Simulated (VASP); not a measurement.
Wanted: the native input for a VASP 6.6.1 run.

```yaml
Task: single point
Functional: PBEsol
Potentials_or_basis: VASP PAW PBE potentials, release 64 (Na_pv, F)
Cutoff: 520 eV
k_mesh: 8 × 8 × 8
Occupations: gaussian, width 0.01 eV
Spin: no spin polarisation
Dipole_correction: no
Further_INCAR_settings: ALGO = Normal; EDIFF = 1e-06; NBANDS = 14
```

The structure of NaF lies in POSCAR:

```
NaF
1.0
    2.2613454512      2.2613454512      0.0000000000
   -2.2613454512      2.2613454512      0.0000000000
    0.0000000000      2.2613454512      2.2613454512
Na F
1 1
Direct
    0.0000000000      0.0000000000      0.0000000000
    0.5000000000      0.5000000000      0.0000000000
```

One way to write it, as run:

INCAR

```
  PREC = Accurate
  ENCUT = 520
  EDIFF = 1E-6
  ISMEAR = 0
  SIGMA = 0.01
  LREAL = False
  LASPH = True
  NELM = 60
  ALGO = Normal
  ISIF = 2
  LWAVE = False
  LCHARG = False
  GGA = PS
  NBANDS = 14
```

KPOINTS

```
Automatic mesh
0
Gamma
  8 8 8
```

Potentials or basis: VASP PAW PBE potentials, release 64 (Na_pv, F).

Run with:

```bash
$ cat potpaw_PBE.64/Na_pv/POTCAR potpaw_PBE.64/F/POTCAR > POTCAR
$ mpirun -np 1 vasp_std > vasp.out
```

Results of the run:

```
Pressure               : 4.0 GPa
Band gap on the k mesh : 6.56 eV
```

Caveat: the cell stands under pressure; the PAW data sets were made with another functional, which shifts forces and pressure a little.

Run time: 10 s on 1 thread of Intel Xeon 8259CL (shared host), peak memory 0.13 GiB.
